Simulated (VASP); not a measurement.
Here is a VASP 6.6.1 calculation.

File INCAR:

```
SYSTEM = Tb
PREC = Accurate
ENCUT = 520
EDIFF = 1E-6
ISMEAR = -1
SIGMA = 0.05
LREAL = .False.
LASPH = .True.
NELM = 150
ALGO = Normal
ISIF = 2
LWAVE = .False.
LCHARG = .False.
ISPIN = 2
MAGMOM = 6 6
LORBIT = 11
LMAXMIX = 6
GGA = PS
NBANDS = 30
```

Contents of KPOINTS:

```
regular mesh
0
Gamma
  9 9 5
  0 0 0
```

The input POSCAR:

```
Tb
1.0
    3.6483870132      0.0000000000      0.0000000000
   -1.8241935066      3.1595958362      0.0000000000
    0.0000000000      0.0000000000      5.7685243816
Tb
2
Direct
    0.6666666667      0.3333333333      0.7500000000
    0.3333333333      0.6666666667      0.2500000000
```

Potentials or basis: VASP PAW PBE potentials, release 64 (Tb).

The run is started by

```console
$ cat potpaw_PBE.64/Tb/POTCAR > POTCAR
$ mpirun -np 1 vasp_std > vasp.out
```

Problem. Predict the pressure.

Solution. -3.2 GPa.

Problem. Predict the net moment.

Solution. 12.05 μB per cell.

Stress tensor (GPa, compression positive):
```
-3.42  0.00  0.00
 0.00 -3.42  0.00
 0.00  0.00 -2.80
```

Caveat: the magnetic or orbital state may not be the lowest; the cell stands under tension; the PAW data sets were made with another functional, which shifts forces and pressure a little. The state reached can hang on the start; a lower one may exist.
